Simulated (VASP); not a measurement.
Wanted: the native input for a VASP 6.6.1 run.

```yaml
Task: relaxation of cell and atoms
Functional: PBEsol
Potentials_or_basis: VASP PAW PBE potentials, release 64 (Zn)
Cutoff: 600 eV
k_mesh: 12 × 12 × 12
Occupations: fermi-dirac, width 0.01 eV
Spin: no spin polarisation
Dipole_correction: no
Further_INCAR_settings: ALGO = Normal; EDIFF = 1e-06; IBRION = 2; EDIFFG = -0.01; NSW = 60; ISIF = 3
```

The structure of Zn lies in POSCAR:

```
Zn
1.0
    0.0000000000      1.9906312808      1.9906312808
    1.9906312808      0.0000000000      1.9906312808
    1.9906312808      1.9906312808      0.0000000000
Zn
1
Direct
    0.0000000000      0.0000000000      0.0000000000
```

This cell differs from its parent crystal: volume scaled by 1.04.

The input as run:

INCAR

```
PREC = Accurate ; ENCUT = 600
EDIFF = 1E-6 ; ISMEAR = -1
SIGMA = 0.01 ; LREAL = F
LASPH = T ; NELM = 100
ALGO = Normal ; ISIF = 3
LWAVE = F ; LCHARG = F
GGA = PS ; IBRION = 2
NSW = 60 ; EDIFFG = -0.01
```

KPOINTS

```
Automatic mesh
0
Gamma
  12 12 12
```

Potentials or basis: VASP PAW PBE potentials, release 64 (Zn).

The run is started by

```sh
$ cat potpaw_PBE.64/Zn/POTCAR > POTCAR
$ mpirun -np 1 vasp_std > vasp.out
```

Results of the run:

```yaml
Relaxed_volume: 14.17 Å³/atom
Relaxed_cell: a = 2.716 Å, b = 2.716 Å, c = 2.716 Å, α = 60.00°, β = 60.00°, γ = 60.00°
Space_group_after_relaxing_to_0.05_Å: Fm-3m (No. 225)
Energy_gained_by_relaxing: 39.6 meV/atom
Ionic_steps: 4
Pressure_after_relaxing: 0.0 GPa
Band_gap_on_the_k_mesh: zero (band 6 reaches 5.69 eV, above the bottom of band 7 at 2.14 eV)
```

Caveat: the cell differs from its parent crystal (volume scaled by 1.04); the PAW data sets were made with another functional, which shifts forces and pressure a little.

Run time: 11 s on 1 thread of Intel(R) Xeon(R) 6975P-C (Granite Rapids), with other jobs on the host, peak memory 0.15 GiB.
